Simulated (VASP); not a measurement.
# MgO (rock salt) (Fm-3m) in VASP: a series of runs

MgO (rock salt) is run at these levels: PBE; tasks: single point.

All numbers are computed with VASP 6.6.1; they aren't measurements. Logs are shortened: lines on timing, memory, paths and dates and some standing lists are left out, and cuts for length are marked.

### Step 1. The cell of the first run

It takes space group Fm-3m (No. 225, cubic). The conventional cell has a = 4.065 Å, b = 4.065 Å, c = 4.065 Å, α = 90.00°, β = 90.00°, γ = 90.00°. Mg (site symmetry m-3m) has 6 O at 2.03 Å within 2.7 Å. O (site symmetry m-3m) has 6 Mg at 2.03 Å within 2.7 Å.

### Step 2. Single point, PBE (volume scaled by 0.9)

The input, INCAR:

```
SYSTEM = MgO
PREC     = Accurate       ! precision mode
ENCUT    = 600            ! plane-wave cutoff, eV
EDIFF    = 1E-6           ! SCF threshold, eV
ISMEAR   = 0              ! smearing method
SIGMA    = 0.01           ! smearing width, eV
LREAL    = .FALSE.        ! projectors in reciprocal space
LASPH    = .TRUE.         ! aspherical terms in the spheres
NELM     = 120            ! most SCF steps
ALGO     = Normal         ! electronic algorithm
ISIF     = 2              ! what is computed and relaxed
LWAVE    = .FALSE.        ! write WAVECAR
LCHARG   = .FALSE.        ! write CHGCAR
GGA      = PE             ! functional
NBANDS   = 11             ! bands
GGA_COMPAT= .FALSE.
```

The input, KPOINTS:

```
regular mesh
0
G
  10 10 10
  0 0 0
```

The input, POSCAR:

```
MgO
1.0
    0.0000000000      2.0323551546      2.0323551546
    2.0323551546      0.0000000000      2.0323551546
    2.0323551546      2.0323551546      0.0000000000
Mg O
1 1
Direct
    0.0000000000      0.0000000000      0.0000000000
    0.5000000000      0.5000000000      0.5000000000
```

Potentials or basis: VASP PAW PBE potentials, release 64 (Mg, O).

Run with:

```console
cat potpaw_PBE.64/Mg/POTCAR potpaw_PBE.64/O/POTCAR > POTCAR
mpirun -np 1 vasp_std > vasp.out
```

OUTCAR:

```text
SYSTEM = MgO
   PREC = Accurate
   ENCUT = 600
   EDIFF = 1E-6
   ISMEAR = 0
   LREAL = .FALSE.
   LASPH = .TRUE.
   NELM = 120
   ISIF = 2
   GGA = PE

 ion  position               nearest neighbor table
   1  0.000  0.000  0.000-   2 2.03   2 2.03   2 2.03   2 2.03   2 2.03   2 2.03
   2  0.500  0.500  0.500-   1 2.03   1 2.03   1 2.03   1 2.03   1 2.03   1 2.03

  LATTYP: Found a face centered cubic cell.
 ALAT       =     4.0647103092

  Lattice vectors:

 A1 = (   0.0000000000,   2.0323551546,   2.0323551546)
 A2 = (   2.0323551546,   0.0000000000,   2.0323551546)
 A3 = (   2.0323551546,   2.0323551546,   0.0000000000)

Analysis of symmetry for initial positions (statically):
=====================================================================
 Subroutine PRICEL returns:
 Original cell was already a primitive cell.

 Routine SETGRP: Setting up the symmetry group for a
 face centered cubic supercell.

 Subroutine GETGRP returns: Found 48 space group operations
 (whereof 48 operations were pure point group operations)
 out of a pool of 48 trial point group operations.

The static configuration has the point symmetry O_h .

Analysis of symmetry for dynamics (positions and initial velocities):
=====================================================================
 Subroutine PRICEL returns:
 Original cell was already a primitive cell.

 Routine SETGRP: Setting up the symmetry group for a
 face centered cubic supercell.

 Subroutine GETGRP returns: Found 48 space group operations
 (whereof 48 operations were pure point group operations)
 out of a pool of 48 trial point group operations.

The dynamic configuration has the point symmetry O_h .

 Subroutine INISYM returns: Found 48 space group operations
 (whereof 48 operations are pure point group operations),
 and found     1 'primitive' translations

----------------------------------------------------------------------------------------

                                     Primitive cell

  volume of cell :      16.7892

  direct lattice vectors                    reciprocal lattice vectors
     0.000000000  2.032355155  2.032355155    -0.246019993  0.246019993  0.246019993
     2.032355155  0.000000000  2.032355155     0.246019993 -0.246019993  0.246019993
     2.032355155  2.032355155  0.000000000     0.246019993  0.246019993 -0.246019993

  length of vectors
     2.874184223  2.874184223  2.874184223     0.426119127  0.426119127  0.426119127

  position of ions in fractional coordinates (direct lattice)
     0.000000000  0.000000000  0.000000000
     0.500000000  0.500000000  0.500000000

  ion indices of the primitive-cell ions
   primitive index   ion index
                 1           1
                 2           2

----------------------------------------------------------------------------------------

 KPOINTS: regular mesh

Automatic generation of k-mesh.
 Grid dimensions read from file:
 generate k-points for:   10   10   10

 Generating k-lattice:

  Cartesian coordinates                     Fractional coordinates (reciprocal lattice)
    -0.024601999  0.024601999  0.024601999     0.100000000  0.000000000  0.000000000
     0.024601999 -0.024601999  0.024601999     0.000000000  0.100000000  0.000000000
     0.024601999  0.024601999 -0.024601999     0.000000000  0.000000000  0.100000000

  Length of vectors
     0.042611913  0.042611913  0.042611913

  Shift w.r.t. Gamma in fractional coordinates (k-lattice)
     0.000000000  0.000000000  0.000000000

 Subroutine IBZKPT returns following result:
 ===========================================

 Found     47 irreducible k-points:

 Following reciprocal coordinates:
            Coordinates               Weight
  0.000000  0.000000  0.000000      1.000000
  0.100000  0.000000  0.000000      8.000000
  0.200000  0.000000  0.000000      8.000000
  0.300000  0.000000  0.000000      8.000000
  0.400000  0.000000  0.000000      8.000000
  0.500000  0.000000  0.000000      4.000000
[... 16 lines left out ...]
  0.300000  0.300000  0.000000      6.000000
  0.400000  0.300000  0.000000     24.000000
 [... further k-points ...]
   k-points           NKPTS =     47   k-points in BZ     NKDIM =     47   number of bands    NBANDS=     11
   number of dos      NEDOS =    301   number of ions     NIONS =      2
   total plane-waves  NPLWV =  13824
   dimension x,y,z NGX =    24 NGY =   24 NGZ =   24
   dimension x,y,z NGXF=    48 NGYF=   48 NGZF=   48
   ions per type =               1   1
   NGX,Y,Z   is equivalent  to a cutoff of  13.88, 13.88, 13.88 a.u.
   NGXF,Y,Z  is equivalent  to a cutoff of  27.76, 27.76, 27.76 a.u.
 SYSTEM =  MgO
   PREC   = accura    normal or accurate (medium, high low for compatibility)
   ISTART =      0    job   : 0-new  1-cont  2-samecut
   ICHARG =      2    charge: 1-file 2-atom 10-const
   ISPIN  =      1    spin polarized calculation?
   LNONCOLLINEAR =      F non collinear calculations
   LSORBIT =      F    spin-orbit coupling
   LASPH  =      T    aspherical Exc in radial PAW
   ENCUT  =  600.0 eV  44.10 Ry    6.64 a.u.   5.74  5.74  5.74*2*pi/ulx,y,z
   NELM   =    120;   NELMIN=  2; NELMDL= -5     # of ELM steps
   EDIFF  = 0.1E-05   stopping-criterion for ELM
   LREAL  =      F    real-space projection
   EDIFFG = 0.1E-04   stopping-criterion for IOM
   NSW    =      0    number of steps for IOM
   IBRION =     -1    ionic relax: 0-MD 1-quasi-New 2-CG
   NFREE  =      0    steps in history (QN), initial steepest desc. (CG)
   ISIF   =      2    stress and relaxation
   ISYM   =      2    0-nonsym 1-usesym 2-fastsym
   POTIM  = 0.5000    time-step for ionic-motion
   TEBEG  =    0.0;   TEEND  =   0.0 temperature during run
   PSTRESS=    0.0 pullay stress
   NELECT =       8.0000    total number of electrons
   NUPDOWN=      -1.0000    fix difference up-down
   EMIN   =  10.00;   EMAX   =-10.00  energy-range for DOS
   EFERMI =   0.00;   METHOD = LEGACY
   ISMEAR =     0;   SIGMA  =   0.01  broadening in eV -4-tet -1-fermi 0-gaus
   EFERMI_NEDOS =   21; number of points for ismear=-14 and -15
   IALGO  =     38    algorithm
   IMIX   =      4    mixing-type and parameters
     AMIX     =   0.40;   BMIX     =  1.00
     AMIX_MAG =   1.60;   BMIX_MAG =  1.00
  volume/ion in A,a.u.               =       8.39        56.65
  Fermi-wavevector in a.u.,A,eV,Ry     =   1.278680  2.416355 22.245834  1.635023
  Thomas-Fermi vector in A             =   2.411209
   LORBIT       =      0    0 simple, 1 ext, 2 COOP (PROOUT), +10 PAW based schemes
   GGA     = PE    functional components
   LHFCALC =     F    Hartree Fock is set to
   AEXX    =    0.0000 exact exchange contribution
   IVDW    =     0    specifies the selected vdW correction
   LEPSILON=     F    determine dielectric tensor
   LRPA    =     F    only Hartree local field effects (RPA)
 non-spin polarized calculation
 Gauss-broadening in eV      SIGMA  =   0.01
  energy-cutoff  :      600.00
  volume of cell :       16.79
 maximum number of plane-waves:       571
   NGX = 11   NGY = 11   NGZ = 11

 number of electron       7.9999998 magnetization

 Free energy of the ion-electron system (eV)
  ---------------------------------------------------
  ext. energy  EPLUGINS =         0.00000000
  ---------------------------------------------------
  free energy    TOTEN  =       -11.73965454 eV

  energy without entropy =      -11.73965454  energy(sigma->0) =      -11.73965454

 E-fermi :   4.2170     XC(G=0): -11.5959

 val. band max:        4.0358494290   @ k =   0.0000   0.0000   0.0000
 cond. band min:       9.8754700022   @ k =   0.0000   0.0000   0.0000
 fundamental gap:      5.8396205732
 Fermi energy:         4.2170073772

 k-point     1 :       0.0000    0.0000    0.0000
  band No.  band energies     occupation
      1     -13.8117      2.00000
      2       4.0358      2.00000
      3       4.0358      2.00000
      4       4.0358      2.00000
      5       9.8755      0.00000
      6      20.4382      0.00000
      7      20.4382      0.00000
      8      20.4382      0.00000
      9      24.6460      0.00000
     10      26.5510      0.00000
     11      26.5510      0.00000

 k-point     2 :       0.1000    0.0000    0.0000
  band No.  band energies     occupation
      1     -13.6854      2.00000
      2       3.3611      2.00000
      3       3.9542      2.00000
      4       3.9542      2.00000
      5      10.4912      0.00000
      6      19.1568      0.00000
      7      20.7196      0.00000
      8      20.7196      0.00000
      9      25.9676      0.00000
     10      25.9676      0.00000
     11      26.4989      0.00000

 k-point     3 :       0.2000    0.0000    0.0000
  band No.  band energies     occupation
      1     -13.3356      2.00000
      2       1.9306      2.00000
      3       3.7480      2.00000
      4       3.7480      2.00000
      5      11.6644      0.00000
      6      17.6811      0.00000
      7      21.3411      0.00000
      8      21.3411      0.00000
      9      25.3314      0.00000
     10      25.3314      0.00000
     11      28.0576      0.00000

 k-point     4 :       0.3000    0.0000    0.0000
  band No.  band energies     occupation
      1     -12.8567      2.00000
      2       0.4496      2.00000
      3       3.5067      2.00000
      4       3.5067      2.00000
      5      12.4690      0.00000
      6      17.2226      0.00000
      7      21.6634      0.00000
      8      21.6634      0.00000
      9      25.7624      0.00000
     10      25.7624      0.00000
     11      27.5041      0.00000

 k-point     5 :       0.4000    0.0000    0.0000
  band No.  band energies     occupation
      1     -12.4197      2.00000
      2      -0.6572      2.00000
      3       3.3211      2.00000
      4       3.3211      2.00000
      5      12.6479      0.00000
      6      17.6051      0.00000
      7      21.5627      0.00000
      8      21.5627      0.00000
      9      26.8627      0.00000
     10      27.1056      0.00000
     11      27.1056      0.00000
[... 211 lines left out ...]
 k-point    21 :      -0.3000    0.2000    0.0000
  band No.  band energies     occupation
      1     -12.3294      2.00000
      2      -0.0010      2.00000
      3       1.9960      2.00000
      4       3.2570      2.00000
      5      14.2501      0.00000
      6      16.7649      0.00000
      7      19.5170      0.00000
      8      22.6794      0.00000
      9      25.3131      0.00000
     10      26.5133      0.00000
     11      31.0444      0.00000

 k-point    22 :      -0.2000    0.2000    0.0000
  band No.  band energies     occupation
      1     -12.7165      2.00000
      2       0.6706      2.00000
      3       2.5205      2.00000
      4       3.4941      2.00000
      5      13.5730      0.00000
      6      16.5291      0.00000
      7      20.3944      0.00000
      8      23.1712      0.00000
      9      23.3173      0.00000
     10      26.6947      0.00000
     11      30.8361      0.00000

 k-point    23 :       0.3000    0.3000    0.0000
  band No.  band energies     occupation
      1     -12.6186      2.00000
      2       0.5898      2.00000
      3       2.9840      2.00000
      4       2.9840      2.00000
      5      14.0780      0.00000
      6      14.6732      0.00000
      7      19.6922      0.00000
      8      23.3052      0.00000
      9      23.3052      0.00000
     10      29.4052      0.00000
     11      33.7000      0.00000

 k-point    24 :       0.4000    0.3000    0.0000
  band No.  band energies     occupation
      1     -12.3153      2.00000
      2       0.0976      2.00000
      3       2.5708      2.00000
      4       2.8180      2.00000
      5      14.2811      0.00000
      6      14.9848      0.00000
      7      18.8237      0.00000
      8      23.6639      0.00000
      9      23.8930      0.00000
     10      30.2677      0.00000
     11      33.2478      0.00000

 [... further k-points ...]
[... 5 lines left out ...]
  --------------------------------------------------------------------------------------
  -------------------------------------------------------------------------------------
  Total        2.7196477      2.7196477      2.7196477     -0.0000000     -0.0000000      0.0000000
  in kB      259.5340992    259.5340992    259.5340992     -0.0000000     -0.0000000      0.0000000
  external PRESSURE =     259.5340992 kB  Pullay stress =       0.0000000 kB

 VOLUME and BASIS-vectors are now :
 -----------------------------------------------------------------------------
  energy-cutoff  :      600.00
  volume of cell :       16.79
      direct lattice vectors                 reciprocal lattice vectors
     0.000000000  2.032355155  2.032355155    -0.246019993  0.246019993  0.246019993
     2.032355155  0.000000000  2.032355155     0.246019993 -0.246019993  0.246019993
     2.032355155  2.032355155  0.000000000     0.246019993  0.246019993 -0.246019993

 POSITION                                       TOTAL-FORCE (eV/Angst)
 -----------------------------------------------------------------------------------
      0.00000      0.00000      0.00000        -0.000000     -0.000000     -0.000000
      2.03236      2.03236      2.03236         0.000000      0.000000      0.000000
 -----------------------------------------------------------------------------------
    total drift:                               -0.000000     -0.000000      0.000000

  FREE ENERGIE OF THE ION-ELECTRON SYSTEM (eV)
  ---------------------------------------------------
  free  energy   TOTEN  =       -11.7396545422 eV

  energy  without entropy=      -11.7396545422  energy(sigma->0) =      -11.73965454
```

Run time: 13 s. Hardware: 1 thread of Intel Xeon 8259CL, shared host; peak memory 0.15 GiB.

What came out:

| Property | Result |
| --- | --- |
| Free energy | -11.7397 eV |
| Pressure | 26.0 GPa |
| Band gap on the k mesh | 5.84 eV, direct |

Levels at points of the mesh, in eV from the valence-band top:
```csv
k point,band 1,band 2,band 3,band 4,band 5,band 6,band 7,band 8
"(0.00, 0.00, 0.00)",-17.85,0.00,0.00,0.00,5.84,16.40,16.40,16.40
"(0.50, 0.00, 0.00)",-16.27,-5.11,-0.78,-0.78,8.60,13.85,17.44,17.44
"(0.50, 0.50, 0.00)",-15.98,-4.54,-1.50,-1.50,9.23,11.19,14.28,20.67
```

Caveat: the cell differs from its parent crystal (volume scaled by 0.9).

### Step 3. Single point, PBE

This run uses another cell than the first one, of 9.33 Å³/atom, 1.111 times its volume.

The input, INCAR:

```
SYSTEM = MgO
PREC = Accurate
ENCUT = 600
EDIFF = 1E-6
ISMEAR = 0
SIGMA = 0.01
LREAL = .False.
LASPH = .True.
NELM = 120
ALGO = Normal
ISIF = 2
LWAVE = .False.
LCHARG = .False.
GGA = PE
NBANDS = 11
GGA_COMPAT = .False.
```

The input, KPOINTS:

```
Automatic mesh
0
Gamma
  10 10 10
  0 0 0
```

The input, POSCAR:

```
MgO
1.0
    0.0000000000      2.1050000000      2.1050000000
    2.1050000000      0.0000000000      2.1050000000
    2.1050000000      2.1050000000      0.0000000000
Mg O
1 1
Direct
    0.0000000000      0.0000000000      0.0000000000
    0.5000000000      0.5000000000      0.5000000000
```

Potentials or basis: VASP PAW PBE potentials, release 64 (Mg, O).

Run with:

```console
cat potpaw_PBE.64/Mg/POTCAR potpaw_PBE.64/O/POTCAR > POTCAR
mpirun -np 1 vasp_std > vasp.out
```

Wall time 14 s (1 thread of Intel Xeon 8259CL, shared host); peak memory 0.14 GiB.

The run converged. Its results:

| Item | Value |
| --- | --- |
| Free energy | -11.9082 eV |
| Pressure | 3.9 GPa |
| Band gap on the k mesh | 4.74 eV, direct |

Levels at points of the mesh, in eV from the valence-band top:
| k point | band 2 | band 3 | band 4 | band 5 | band 6 | band 7 |
| --- | --- | --- | --- | --- | --- | --- |
| (0.00, 0.00, 0.00) | 0.00 | 0.00 | 0.00 | 4.74 | 15.81 | 15.81 |
| (0.50, 0.00, 0.00) | -4.62 | -0.65 | -0.65 | 7.91 | 12.62 | 16.33 |
| (0.50, 0.50, 0.00) | -4.09 | -1.35 | -1.35 | 9.12 | 9.99 | 13.11 |

A hybrid or GW would open this gap; PBE tends to underestimate it.
